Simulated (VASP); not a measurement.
LaSc2F:

```xyz
4
Lattice="3.8054 0.0000 0.0000 0.0000 3.8054 0.0000 0.0000 0.0000 5.2131" Properties=species:S:1:pos:R:3 pbc="T T T"
La    0.0000    0.0000    0.0000
Sc    0.0000    0.0000    2.6066
Sc    1.9027    1.9027    0.0000
F     1.9027    1.9027    2.6066
```

The cell was generated, and may not be a known phase.

- Program: VASP 6.6.1
- Task: relaxation of cell and atoms
- Functional: PBE
- Potentials or basis: VASP PAW PBE potentials, release 64 (La, Sc_sv, F)
- Cutoff: 600 eV
- k mesh: 4 × 4 × 4
- Occupations: gaussian, width 0.1 eV
- Spin: no spin polarisation

At the start: pressure 12.3 GPa; volume 18.87 Å³/atom.

Task: Where does the relaxation end?

Result: Over 6 steps the energy falls by 173.3 meV/atom and the volume is 24.47 Å³/atom (+29.6 %); space group P4/mmm (No. 123, to 0.1 Å) before and after.

The path:
```
step  energy change (eV)  largest force (eV/Å)  pressure (GPa)  volume (Å³)
   1              0.0000                0.0000           12.33        75.49
   2             -0.6506                0.0000            1.67        92.50
   3             -0.6768                0.0000            0.38        96.33
   4             -0.6790                0.0000           -0.08        97.82
   5             -0.6896                0.0000           -0.06        97.86
   6             -0.6932                0.0000           -0.02        97.88
```

Final structure:
```xyz
4
Lattice="4.0859 0.0000 0.0000 0.0000 4.0859 0.0000 0.0000 0.0000 5.8629" Properties=species:S:1:pos:R:3 pbc="T T T"
La    0.0000    0.0000    0.0000
Sc    0.0000    0.0000    2.9314
Sc    2.0429    2.0429    0.0000
F     2.0429    2.0429    2.9314
```

Caveat: the k points lie up to 0.38 Å⁻¹ apart in the final cell, too coarse for converged energies and pressures of a metal; the volume moved by over 15 % at a fixed basis, so the end points are rough.
